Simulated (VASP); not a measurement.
Input of a VASP 6.6.1 run:

Contents of INCAR:

```
  PREC = Accurate
  ENCUT = 520
  EDIFF = 1E-7
  ISMEAR = -1
  SIGMA = 0.15
  LREAL = Auto
  LASPH = True
  NELM = 100
  ALGO = Normal
  ISIF = 2
  LWAVE = False
  LCHARG = False
  GGA = PE
  NBANDS = 47
```

Contents of KPOINTS:

```
Automatic mesh
0
Gamma
  3 2 1
```

POSCAR

```
Al18HCl
1.0
    5.7275650000      0.0000000000      0.0000000000
    4.2956740000      7.4403250000      0.0000000000
    0.0000000000      0.0000000000     18.6765370000
Al Cl H
18 1 1
Direct
    0.1666684695      0.1111107378      0.0535431167
    0.6666715249      0.1111107378      0.0535431167
    0.1666708227      0.4444429511      0.0535431167
    0.6666738781      0.4444429511      0.0535431167
    0.1666731759      0.7777751644      0.0535431167
    0.6666762313      0.7777751644      0.0535431167
   -0.1864860564      0.2285115234      0.1440470468
    0.3429330580      0.2243719192      0.1628674524
   -0.1495808331      0.5587793544      0.1773401568
    0.3692853893      0.5776494978      0.1375951013
   -0.1933973029      0.9097048852      0.1656195686
    0.3640595028      0.9142745781      0.1533528405
    0.2521346164     -0.2474623084      0.2469087283
    0.4319589117      0.0109941434      0.2810585281
    0.1310240432      0.3730616606      0.3187475280
    0.4886079405      0.4431123640      0.2460359755
   -0.1836327854      0.7875059221      0.3437735807
    0.6373109488      0.5379738116      0.3716748988
    0.9653910819      0.1579635298      0.2524986297
   -0.0624751153     -0.1380853659      0.4394122958
```

Potentials or basis: VASP PAW PBE potentials, release 64 (Al, Cl, H).

Run with:

```bash
$ cat potpaw_PBE.64/Al/POTCAR potpaw_PBE.64/Cl/POTCAR potpaw_PBE.64/H/POTCAR > POTCAR
$ mpirun -np 1 vasp_std > vasp.out
```

Problem. Predict the largest force.

Solution. 5.632 eV/Å.

Problem. Predict the band gap on the k mesh.

Solution. Zero (band 31 reaches 0.59 eV, above the bottom of band 32 at 0.38 eV).

Forces in eV/Å, atoms in the order of the input:
```
Al   0.424  0.535 -2.803
Al  -0.961 -0.756 -2.893
Al  -0.666  0.114 -1.390
Al   2.382 -0.437 -5.084
Al  -0.693  2.616 -3.604
Al   0.751 -0.770 -1.728
Al   0.279  0.111  2.227
Al   0.311  1.173  1.230
Al   0.417  0.036  0.831
Al  -1.631  0.053  3.070
Al   0.759 -0.967  1.043
Al  -1.040 -0.955  1.529
Al  -0.291  2.031  2.345
Al   0.095  0.518  0.006
Al   0.597  0.408 -0.304
Al  -0.416 -2.695  3.203
Al   1.733 -0.964  2.138
Al  -0.187  0.650 -0.399
Cl  -1.009 -0.135  2.264
H   -0.854 -0.568 -1.683
```

Caveat: the k points lie up to 0.42 Å⁻¹ apart.
